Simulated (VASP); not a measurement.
Input of a VASP 6.6.1 run:

The input INCAR:

```
  ALGO = Normal
  EDIFF = 1E-7
  ENCUT = 520
  GGA = PS
  ISIF = 2
  ISMEAR = -1
  LASPH = True
  LCHARG = False
  LDAU = True
  LDAUJ = 0 0
  LDAUL = 2 -1
  LDAUPRINT = 1
  LDAUTYPE = 2
  LDAUU = 4 0
  LMAXMIX = 4
  LREAL = False
  LWAVE = False
  NBANDS = 27
  NELM = 150
  PREC = Accurate
  SIGMA = 0.05
```

File KPOINTS:

```
k-points
0
Gamma
  10 10 4
```

File POSCAR:

```
Ta3N
1.0
    3.0007497031      0.0000000000      0.0000000000
   -1.5003748516      2.5987254733      0.0000000000
    0.0000000000      0.0000000000      7.5448342701
Ta N
3 1
Direct
    0.6666666667      0.3333333333      0.8266008857
    0.3333333333      0.6666666667      0.1733991143
    0.0000000000      0.0000000000      0.5000000000
    0.0000000000      0.0000000000      0.0000000000
```

Potentials or basis: VASP PAW PBE potentials, release 64 (Ta_pv, N).

Launch:

```console
$ cat potpaw_PBE.64/Ta_pv/POTCAR potpaw_PBE.64/N/POTCAR > POTCAR
$ mpirun -np 1 vasp_std > vasp.out
```

Q: What does it give for the band gap on the k mesh?

A: Zero (band 19 reaches 7.37 eV, above the bottom of band 20 at 6.91 eV).

Q: Predict the pressure.

A: 9.5 GPa.

Forces in eV/Å, atoms in the order of the input:
```
Ta   0.000  0.000 -0.396
Ta   0.000  0.000  0.396
Ta   0.000  0.000  0.000
N    0.000  0.000  0.000
```

Caveat: the PAW data sets were made with another functional, which shifts forces and pressure a little; spin-orbit coupling is left out, which moves the levels of the heavy elements; U without spin polarisation on a metal has little footing.
